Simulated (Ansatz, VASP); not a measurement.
# Tl in VASP and in Ansatz

```xyz
2
Lattice="0.0000 3.3049 3.3049 3.3049 0.0000 3.3049 3.3049 3.3049 0.0000" Properties=species:S:1:pos:R:3 pbc="T T T"
Tl   -0.8262   -0.8262   -0.8262
Tl    0.8262    0.8262    0.8262
```

Change from the starting cell: volume scaled by 0.8, PAW files.

Alike in both runs: task single point; functional PBE; k mesh 10 × 10 × 10; occupations fermi-dirac, width 0.05 eV; no spin polarisation.

|  | VASP | Ansatz |
| --- | --- | --- |
| version | VASP 6.6.1 | Ansatz 0.2.0 |
| potentials or method | VASP PAW PBE potentials, release 64 (Tl_d) | PAW with Ansatz's default frozen-core files, scalar-relativistic |
| plane-wave cutoff (eV) | 520 | 420 |
| valence electrons in the cell | 26 | 26 |

|  | VASP | Ansatz | Ansatz less VASP |
| --- | --- | --- | --- |
| pressure (GPa) | 5.5 | 5.6 | +0.04 |

Spin-orbit coupling is off throughout.
